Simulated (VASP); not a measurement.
Runs of VASP 6.6.1 on K3PRu. The structure is that of space group Pm-3m (No. 221), or close to it. The cells are those of the table. The cell was generated, and may not be a known phase.

```csv
task,spin,cell,cutoff (eV),gap on the mesh (eV),pressure (GPa)
single point,off,"a = 6.088 Å, 5 atoms",520,none,0.2
single point,"collinear, ferromagnetic start","a = 6.088 Å, 5 atoms",520,none,(a)
relaxation of cell and atoms,off,"relaxed from a = 5.284 Å, 5 atoms",600,none,0.1
single point,off,"a = 5.284 Å, 5 atoms",520,none,10.4
```

Alike in all rows: level PBE; potentials or basis VASP PAW PBE potentials, release 64 (K_sv, P, Ru_pv); k mesh 4 × 4 × 4; smearing gaussian 0.1 eV.

**Question.** Estimate the missing entries.

**Answer.** (a) 0.7.

Caveats: the cell stands under pressure (at least some runs).

A k mesh can miss the band edges, and the runs leave out spin-orbit coupling on Ru.

A gap of «none» marks levels without a gap at the run's occupations.
